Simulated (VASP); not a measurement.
Here is a VASP 6.6.1 calculation.

POSCAR

```
In
1.0
   -1.6458723122      1.6458723122      2.5175831271
    1.6458723122     -1.6458723122      2.5175831271
    1.6458723122      1.6458723122     -2.5175831271
In
1
Direct
    0.0000000000      0.0000000000      0.0000000000
```

The input INCAR.step1:

```
ALGO = Normal ; EDIFF = 1E-4
ENCUT = 520 ; GGA = PE
ISMEAR = -1 ; LASPH = True
LCHARG = False ; LREAL = False
LWAVE = True ; NBANDS = 12
NELM = 100 ; PREC = Accurate
SIGMA = 0.03
```

Contents of INCAR.step2:

```
ALGO = Normal ; EDIFF = 1E-8
ENCUT = 520 ; ISIF = 2
ISMEAR = -1 ; ISTART = 1
LASPH = True ; LCHARG = False
LEFG = True ; LMIXTAU = True
LREAL = False ; LWAVE = False
METAGGA = R2SCAN ; NBANDS = 12
NELM = 100 ; PREC = Accurate
SIGMA = 0.03
```

File KPOINTS:

```
k-points
0
Gamma
  14 14 14
```

Potentials or basis: VASP PAW PBE potentials, release 64 (In_d).

The run is started by

```console
$ cat potpaw_PBE.64/In_d/POTCAR > POTCAR
$ cp INCAR.step1 INCAR
$ mpirun -np 1 vasp_std > vasp.out
$ cp INCAR.step2 INCAR
$ mpirun -np 1 vasp_std > vasp.out
```

Problem. Predict the pressure.

Solution. -1.5 GPa.

Problem. What does it give for the band gap on the k mesh?

Solution. Zero (an odd number of electrons rules out a gap without spin polarisation).

Electric field gradients, principal values (V/Å²):
| atom | least | middle | greatest (by size) |
| --- | --- | --- | --- |
| 1 In | -13.428 | -13.431 | 26.859 |

Caveat: without QUAD_EFG the Cq values of the log hold for a quadrupole moment of 1 mb, not for the nuclei; the PAW data sets were made with another functional, which shifts forces and pressure a little; spin-orbit coupling is left out, which moves the levels of the heavy elements.
